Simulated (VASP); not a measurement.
## SnSe2: relaxation of cell and atoms with RPBE

SnSe2:

```
CELL_PARAMETERS angstrom
3.81100 0.00000 0.00000
-1.90550 3.30042 0.00000
0.00000 0.00000 6.13600
ATOMIC_POSITIONS crystal
Sn 0.00000 0.00000 0.00000
Se 0.66667 0.33333 0.75100
Se 0.33333 0.66667 0.24900
```

- Program: VASP 6.6.1
- Task: relaxation of cell and atoms
- Functional: RPBE
- Potentials or basis: VASP PAW PBE potentials, release 64 (Sn_d, Se)
- Cutoff: 600 eV
- k mesh: 8 × 8 × 5
- Occupations: fermi-dirac, width 0.05 eV
- Spin: no spin polarisation
- Dipole correction: no
- Further INCAR settings: ALGO = Normal; EDIFF = 1e-06; IBRION = 2; EDIFFG = -0.01; NSW = 60; ISIF = 3

```
Relaxed volume                         : 35.70 Å³/atom
Relaxed cell                           : a = 3.915 Å, b = 3.915 Å, c = 8.069 Å, α = 90.00°, β = 90.00°, γ = 120.00°
Space group after relaxing (to 0.05 Å) : P-3m1 (No. 164)
Energy gained by relaxing              : 94.0 meV/atom
Ionic steps                            : 37
Pressure after relaxing                : 0.0 GPa
Band gap on the k mesh                 : 0.83 eV, indirect (least direct gap 1.12 eV)
```

Step by step:
| step | energy change (eV) | largest force (eV/Å) | pressure (GPa) | volume (Å³) |
| --- | --- | --- | --- | --- |
| 1 | 0.0000 | 0.8473 | 7.46 | 77.18 |
| 2 | -0.0901 | 0.8478 | -3.44 | 91.34 |
| 3 | -0.1820 | 0.2455 | 0.15 | 84.89 |
| 4 | -0.1820 | 0.2272 | 0.27 | 84.73 |
| 5 | -0.1882 | 0.2092 | 0.23 | 85.23 |
| 6 | -0.2047 | 0.1510 | 0.16 | 86.73 |
| 7 | -0.2289 | 0.0250 | 0.14 | 89.76 |
| 8 | -0.2447 | 0.2688 | 0.44 | 95.90 |
| 9 | -0.2508 | 0.2193 | 0.26 | 96.71 |
| 10 | -0.2640 | 0.0767 | -0.23 | 99.11 |
| 11 | -0.2702 | 0.1888 | -1.01 | 103.90 |
| 12 | -0.2710 | 0.1110 | -0.79 | 102.52 |
| 13 | -0.2772 | 0.0920 | -0.42 | 102.51 |
| 14 | -0.2794 | 0.0722 | -0.06 | 102.47 |
| 15 | -0.2795 | 0.0702 | -0.02 | 102.47 |
| 16 | -0.2798 | 0.0378 | 0.06 | 102.42 |
| 17 | -0.2799 | 0.0125 | 0.12 | 102.38 |
| 18 | -0.2800 | 0.0058 | 0.14 | 102.37 |
| 19 | -0.2801 | 0.0101 | 0.04 | 102.67 |
| 20 | -0.2802 | 0.0124 | 0.01 | 102.81 |
| 21 | -0.2802 | 0.0124 | 0.00 | 102.83 |
| 22 | -0.2802 | 0.0151 | 0.00 | 102.91 |
| 23 | -0.2804 | 0.0227 | -0.03 | 103.15 |
| 24 | -0.2807 | 0.0377 | -0.08 | 103.64 |
| 25 | -0.2809 | 0.0667 | -0.16 | 104.60 |
| 26 | -0.2809 | 0.0656 | -0.16 | 104.62 |
| 27 | -0.2810 | 0.0630 | -0.15 | 104.68 |
| 28 | -0.2812 | 0.0570 | -0.11 | 104.78 |
| 29 | -0.2814 | 0.0450 | -0.06 | 105.00 |
| 30 | -0.2817 | 0.0201 | 0.06 | 105.44 |
| 31 | -0.2817 | 0.0120 | 0.10 | 105.58 |
| 32 | -0.2818 | 0.0093 | 0.09 | 105.79 |
| 33 | -0.2820 | 0.0005 | 0.06 | 106.43 |
| 34 | -0.2820 | 0.0179 | 0.00 | 107.71 |
| 35 | -0.2820 | 0.0096 | 0.03 | 107.10 |
| 36 | -0.2820 | 0.0089 | 0.04 | 107.04 |
| 37 | -0.2820 | 0.0019 | -0.01 | 107.11 |

Final structure:
```
CELL_PARAMETERS angstrom
3.91515 0.00000 0.00000
-1.95757 3.39062 0.00000
0.00000 0.00000 8.06892
ATOMIC_POSITIONS crystal
Sn 0.00000 0.00000 0.00000
Se 0.66667 0.33333 0.80203
Se 0.33333 0.66667 0.19797
```

Levels at points of the mesh, in eV from the valence-band top:
| k point | band 9 | band 10 | band 11 | band 12 | band 13 | band 14 | band 15 | band 16 | band 17 |
| --- | --- | --- | --- | --- | --- | --- | --- | --- | --- |
| (0.00, 0.00, 0.00) | -0.74 | -0.45 | -0.45 | -0.10 | -0.10 | 1.30 | 3.11 | 4.56 | 4.56 |
| (0.50, 0.00, 0.00) | -4.01 | -2.10 | -2.07 | -0.58 | -0.28 | 0.88 | 4.09 | 5.68 | 5.89 |

Run time: 9.4 min on 1 thread of Intel(R) Xeon(R) 6975P-C (Granite Rapids), with other jobs on the host, peak memory 0.25 GiB.

Caveat: the volume moved by over 15 % at a fixed basis, so the end points are rough; the PAW data sets were made with another functional, which shifts forces and pressure a little; spin-orbit coupling is left out, which moves the levels of the heavy elements; this functional lacks dispersion, which binds the layers, so the pressure and a relaxed spacing across them are unreliable; the volume moved by +39 % from the deposited cell, more than functionals usually miss. RPBE and its kin give volumes clearly too large for solids.
